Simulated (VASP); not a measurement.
Write the native input for VASP 6.6.1 that does the following.

```
Task                   : single point
Functional             : PBE
Potentials or basis    : VASP PAW PBE potentials, release 64 (Bi_d, Te)
Cutoff                 : 520 eV
k mesh                 : 6 × 6 × 6
Occupations            : methfessel-paxton, width 0.01 eV
Spin                   : no spin polarisation
Dipole correction      : no
Further INCAR settings : ALGO = Normal; EDIFF = 1e-06; NBANDS = 32
```

The structure of Bi2Te3 lies in POSCAR:

```
Bi2Te3
1.0
    2.1929999997      1.2661291402     10.1656666700
   -2.1929999997      1.2661291402     10.1656666700
    0.0000000000     -2.5322582803     10.1656666700
Bi Te
2 3
Direct
    0.3999659906      0.3999659906      0.3999659906
    0.6000340094      0.6000340094      0.6000340094
    0.0000000000      0.0000000000      0.0000000000
    0.2097366693      0.2097366693      0.2097366693
    0.7902633307      0.7902633307      0.7902633307
```

These files were run (other wordings do the same):

INCAR

```
SYSTEM = Bi2Te3
PREC     = Accurate       ! precision mode
ENCUT    = 520            ! plane-wave cutoff, eV
EDIFF    = 1E-6           ! SCF threshold, eV
ISMEAR   = 1              ! smearing method
SIGMA    = 0.01           ! smearing width, eV
LREAL    = .False.        ! projectors in reciprocal space
LASPH    = .True.         ! aspherical terms in the spheres
NELM     = 100            ! most SCF steps
ALGO     = Normal         ! electronic algorithm
ISIF     = 2              ! what is computed and relaxed
LWAVE    = .False.        ! write WAVECAR
LCHARG   = .False.        ! write CHGCAR
GGA      = PE             ! functional
NBANDS   = 32             ! bands
```

KPOINTS

```
regular mesh
0
Gamma
  6 6 6
  0 0 0
```

Potentials or basis: VASP PAW PBE potentials, release 64 (Bi_d, Te).

Run with:

```bash
$ cat potpaw_PBE.64/Bi_d/POTCAR potpaw_PBE.64/Te/POTCAR > POTCAR
$ mpirun -np 1 vasp_std > vasp.out
```

It gave:

```json
{"Pressure": "2.0 GPa", "Largest force": "0.014 eV/Å", "Band gap on the k mesh": "0.28 eV"}
```

Caveat: spin-orbit coupling is left out, which moves the levels of the heavy elements.

Run time: 11 min on 1 thread of AMD EPYC 7R13 Processor (Zen 3), with other jobs on the host, peak memory 0.93 GiB.
